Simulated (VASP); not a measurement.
The system is CuO.

```
Cu O
1.0
     1.99097   -2.15355    0.00000
     1.99097    2.15355    0.00000
     0.00000    0.00000    5.15593
Cu O
2 2
Direct
  0.50000 0.00000 0.00000
  0.00000 0.50000 0.50000
  0.50000 0.50000 0.25000
  0.50000 0.50000 0.75000
```

| Item | Value |
| --- | --- |
| Program | VASP 6.6.1 |
| Task | relaxation of cell and atoms |
| Functional | PBE |
| Potentials or basis | VASP PAW PBE potentials, release 64 (Cu, O) |
| Cutoff | 600 eV |
| k mesh | 9 × 9 × 5 |
| Occupations | fermi-dirac, width 0.05 eV |
| Spin | no spin polarisation |

At the start: pressure 2.0 GPa; volume 11.05 Å³/atom.

**Question.** Where does the relaxation end?

**Answer.** Over 16 steps the energy falls by 2.7 meV/atom and the volume is 11.25 Å³/atom (+1.8 %); space group P4_2/mmc (No. 131, to 0.05 Å).

The path:
| step | energy change (eV) | largest force (eV/Å) | pressure (GPa) | volume (Å³) |
| --- | --- | --- | --- | --- |
| 1 | 0.0000 | 0.0000 | 2.04 | 44.21 |
| 2 | -0.0029 | 0.0000 | -1.11 | 45.12 |
| 3 | -0.0039 | 0.0000 | -0.10 | 44.82 |
| 4 | -0.0047 | 0.0000 | -0.17 | 44.85 |
| 5 | -0.0059 | 0.0000 | -0.02 | 44.92 |
| 6 | -0.0063 | 0.0000 | 0.01 | 45.05 |
| 7 | -0.0065 | 0.0000 | 0.04 | 45.01 |
| 8 | -0.0073 | 0.0000 | -0.32 | 45.07 |
| 9 | -0.0088 | 0.0000 | -0.67 | 45.23 |
| 10 | -0.0077 | 0.0000 | -1.71 | 45.52 |
| 11 | -0.0090 | 0.0000 | -1.03 | 45.31 |
| 12 | -0.0095 | 0.0000 | -0.93 | 45.26 |
| 13 | -0.0105 | 0.0000 | -0.24 | 45.11 |
| 14 | -0.0107 | 0.0000 | -0.11 | 45.04 |
| 15 | -0.0107 | 0.0000 | 0.08 | 44.98 |
| 16 | -0.0107 | 0.0000 | -0.02 | 45.00 |

Final structure:
```cif
data_structure
_symmetry_space_group_name_H-M 'P 1'
_symmetry_Int_Tables_number 1
_cell_length_a 2.9547
_cell_length_b 2.9547
_cell_length_c 5.1549
_cell_angle_alpha 90.000
_cell_angle_beta 90.000
_cell_angle_gamma 89.745
_cell_volume 45.00
loop_
_atom_site_label
_atom_site_type_symbol
_atom_site_fract_x
_atom_site_fract_y
_atom_site_fract_z
_atom_site_occupancy
Cu1 Cu 0.50000 0.00000 0.00000 1
Cu2 Cu 0.00000 0.50000 0.50000 1
O1 O 0.50000 0.50000 0.25000 1
O2 O 0.50000 0.50000 0.75000 1
```
